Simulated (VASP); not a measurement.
Al15CuN16 (a cell with a defect): single point with HSE06

The system is Al15CuN16 (a cell with a defect).

```
Al Cu N
1.0
     6.25951    0.00000    0.00000
    -3.12976    5.42090    0.00000
     0.00000    0.00000   10.03481
Al Cu N
15 1 16
Direct
  0.33436 0.16665 0.24996
  0.33494 0.16732 0.74986
  0.16724 0.33481 0.00037
  0.33660 0.66719 0.25093
  0.16566 0.83355 0.50194
  0.33661 0.67160 0.75052
  0.16716 0.83368 0.00057
  0.83375 0.16439 0.25120
  0.66820 0.33540 0.50172
  0.83146 0.16632 0.75015
  0.66722 0.33426 0.00069
  0.83515 0.66621 0.25089
  0.66882 0.83287 0.50207
  0.83449 0.66758 0.75146
  0.66809 0.83378 0.00038
  0.16200 0.33943 0.49884
  0.33738 0.16391 0.43899
  0.16875 0.33225 0.19043
  0.33220 0.16851 0.94035
  0.16845 0.33578 0.69699
  0.34503 0.68561 0.43999
  0.16942 0.83181 0.19009
  0.33362 0.66951 0.94050
  0.16841 0.83380 0.69121
  0.81561 0.15549 0.43966
  0.66968 0.33200 0.19027
  0.83259 0.16876 0.94051
  0.66856 0.33374 0.69113
  0.83375 0.66747 0.44057
  0.67003 0.83084 0.18921
  0.83317 0.66812 0.94072
  0.66967 0.83308 0.69187
```

| Property | Result |
| --- | --- |
| Program | VASP 6.6.1 |
| Task | single point |
| Functional | HSE06 |
| Potentials or basis | VASP PAW PBE potentials, release 64 (Al, Cu, N) |
| Cutoff | 520 eV |
| k mesh | 1 × 1 × 1, shifted |
| Occupations | fermi-dirac, width 0.01 eV |
| Spin | no spin polarisation |
| Dipole correction | no |
| Grid for exact exchange (PRECFOCK) | Fast |
| Further INCAR settings | LREAL = Auto; ALGO = Normal; EDIFF = 1e-06; NBANDS = 90; ISYM = -1 |
| Share of exact exchange | 0.25 |
| Screening parameter | 0.2079 1/Å |

* Pressure: -4.9 GPa
* Largest force: 0.439 eV/Å
* Band gap on the k mesh: 1.32 eV

Forces on the atoms (eV/Å):
```
Al  -0.015 -0.031 -0.093
Al  -0.016  0.062  0.117
Al   0.020  0.027 -0.019
Al  -0.032  0.046 -0.271
Al  -0.135  0.073  0.117
Al   0.012 -0.100  0.170
Al   0.043  0.014  0.041
Al  -0.036 -0.008  0.071
Al   0.107 -0.020  0.009
Al  -0.012  0.027  0.051
Al  -0.007 -0.037  0.000
Al   0.014  0.022 -0.050
Al   0.137  0.237  0.038
Al  -0.016 -0.008  0.062
Al  -0.034 -0.009  0.012
Cu  -0.090 -0.352  0.057
N   -0.356 -0.153 -0.017
N    0.028  0.027  0.060
N    0.021 -0.009 -0.044
N    0.130  0.372 -0.195
N   -0.030  0.048  0.215
N    0.013 -0.047 -0.001
N   -0.012  0.033  0.011
N    0.019 -0.010 -0.106
N    0.265 -0.141 -0.157
N    0.018 -0.022  0.084
N    0.001  0.004 -0.041
N   -0.005  0.004 -0.066
N   -0.009 -0.023  0.009
N   -0.003 -0.008  0.043
N   -0.007  0.003 -0.038
N   -0.012 -0.019 -0.069
```

Stress tensor (GPa, compression positive):
```
-4.21 -2.85 -0.05
-2.85 -8.46  1.02
-0.05  1.02 -1.94
```

Levels at points of the mesh, in eV from the valence-band top:
```csv
k point,band 64,band 65,band 66,band 67,band 68,band 69,band 70,band 71,band 72,band 73
"(0.25, 0.25, 0.25)",-1.12,-1.06,-0.93,-0.59,0.00,1.32,6.65,7.23,7.37,7.43
```

Run time: 9.8 min on 1 thread of AMD EPYC 7R43 64-Core Processor (Zen 3), on a shared host, peak memory 0.54 GiB.

Caveat: the PAW data sets were made with another functional, which shifts forces and pressure a little.
